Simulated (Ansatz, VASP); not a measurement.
**Two plane-wave programs on B4N3**

```
B N
1.0
    -1.67324   -0.00366    2.88648
    -3.26218    0.00334   -2.82927
     2.46714   -4.21141   -0.02403
B N
4 3
Direct
  0.13321 0.45004 0.50571
  0.37202 0.05582 0.50580
  0.99732 0.49701 0.99418
  0.50058 0.00050 0.00093
  0.33171 0.83213 0.66394
  0.86156 0.31966 0.16464
  0.30354 0.84478 0.16469
```

Change from the starting cell: cell x1, atoms moved at random (sigma 0.05 Å) and cell strained at random (1.5 %), then relaxed without symmetry.

Alike in both runs: functional PBE; k mesh 8 × 8 × 8; occupations gaussian, width 0.2 eV; no spin polarisation.

Ansatz relaxed the structure, and its values are those at the end. VASP's run is a single point on that final structure, the one shown.

|  | VASP | Ansatz |
| --- | --- | --- |
| version | VASP 6.6.1 | Ansatz 0.2.0 |
| potentials or method | VASP PAW PBE potentials, release 64 (B, N), cutoff 520 eV | scalar-relativistic, plane waves, PAW |
| valence electrons in the cell | 27 | 27 |

```csv
,VASP,Ansatz,Ansatz less VASP
gap on the k mesh at the Fermi level (eV),none,none,-
pressure (GPa),0.2,0.1,-0.09
rms of the force components (eV/Å),0.009,0.003,-0.0066
```

A gap of «none» marks a metal or a gap that the smearing closes.
